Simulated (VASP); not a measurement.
Crystal: Sc.

```
Sc
1.0
     3.08429    0.00000    0.00000
    -1.54215    2.67108    0.00000
     0.00000    0.00000    4.99655
Sc
2
Direct
  0.33333 0.66667 0.25000
  0.66667 0.33333 0.75000
```

| Item | Value |
| --- | --- |
| Program | VASP 6.6.1 |
| Task | relaxation of cell and atoms |
| Functional | PBE |
| Potentials or basis | VASP PAW PBE potentials, release 64 (Sc_sv) |
| Cutoff | 600 eV |
| k mesh | 15 × 15 × 8 |
| Occupations | fermi-dirac, width 0.05 eV |
| Spin | no spin polarisation |

At the start: pressure 13.3 GPa; volume 20.58 Å³/atom.

Problem. Where does the relaxation end?

Solution. Over 9 steps the energy falls by 157.7 meV/atom and the volume is 24.66 Å³/atom (+19.8 %); space group P6_3/mmc (No. 194, to 0.1 Å) before and after.

Step by step:
| step | energy change (eV) | largest force (eV/Å) | pressure (GPa) | volume (Å³) |
| --- | --- | --- | --- | --- |
| 1 | 0.0000 | 0.0000 | 13.34 | 41.16 |
| 2 | -0.2877 | 0.0000 | -2.80 | 52.23 |
| 3 | -0.3123 | 0.0000 | -0.05 | 49.42 |
| 4 | -0.3123 | 0.0000 | -0.24 | 49.59 |
| 5 | -0.3147 | 0.0000 | -0.19 | 49.52 |
| 6 | -0.3153 | 0.0000 | -0.14 | 49.46 |
| 7 | -0.3153 | 0.0000 | -0.14 | 49.46 |
| 8 | -0.3154 | 0.0000 | 0.05 | 49.28 |
| 9 | -0.3154 | 0.0000 | 0.00 | 49.33 |

Final structure:
```xyz
2
Lattice="3.3198 0.0000 0.0000 -1.6599 2.8750 0.0000 0.0000 0.0000 5.1682" Properties=species:S:1:pos:R:3 pbc="T T T"
Sc    0.0000    1.9167    1.2921
Sc    1.6599    0.9583    3.8762
```

Caveat: the volume moved by over 15 % at a fixed basis, so the end points are rough.
